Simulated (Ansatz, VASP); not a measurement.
**One calculation of La, two programs**

The input INCAR:

```
PREC = Accurate
ENCUT = 520
EDIFF = 1E-6
ISMEAR = -1
SIGMA = 0.05
LREAL = F
LASPH = T
NELM = 100
ALGO = Normal
ISIF = 2
LWAVE = F
LCHARG = T
GGA = CA
LELF = T
LVHAR = T
NBANDS = 18
```

The input KPOINTS:

```
Automatic mesh
0
Gamma
  11 11 11
```

File POSCAR:

```
La
1.0
    0.0000000000      2.9717164314      2.9717164314
    2.9717164314      0.0000000000      2.9717164314
    2.9717164314      2.9717164314      0.0000000000
La
2
Direct
   -0.1250000000     -0.1250000000     -0.1250000000
    0.1250000000      0.1250000000      0.1250000000
```

Input for Ansatz:

```yaml
crystal:
  lattice:
    - [0.0, 2.9717164314, 2.9717164314]
    - [2.9717164314, 0.0, 2.9717164314]
    - [2.9717164314, 2.9717164314, 0.0]
  atoms:
    - { symbol: La, position: [-0.125, -0.125, -0.125] }
    - { symbol: La, position: [0.125, 0.125, 0.125] }
kpoints:
  mp_grid: { grid: [11, 11, 11] }
scf:
  occupations: { method: fermi_dirac, width: 0.05 }
hamiltonian:
  xc: lda
  pseudopotentials: { kind: paw }
output:
  forces: true
  stress: true
  eigenvalues: true
  populations: true
```

Change from the starting cell: volume scaled by 0.76, PAW files.

Alike in both runs: task single point; functional LDA; k mesh 11 × 11 × 11; occupations fermi-dirac, width 0.05 eV; no spin polarisation.

```csv
,VASP,Ansatz
version,VASP 6.6.1,Ansatz 0.2.0
potentials or method,"VASP PAW LDA potentials, release 64 (La)","PAW with Ansatz's default frozen-core files, scalar-relativistic"
plane-wave cutoff (eV),520,420
valence electrons in the cell,22,22
```

|  | VASP | Ansatz | Ansatz less VASP |
| --- | --- | --- | --- |
| pressure (GPa) | 33.3 | 33.3 | +0.06 |

LDA's correlation is that of Perdew and Zunger in VASP and of Perdew and Wang (1992) in Ansatz. Both programs put the cell under a high pressure, so it lies far from rest at this level.

Neither program's run includes spin-orbit coupling.
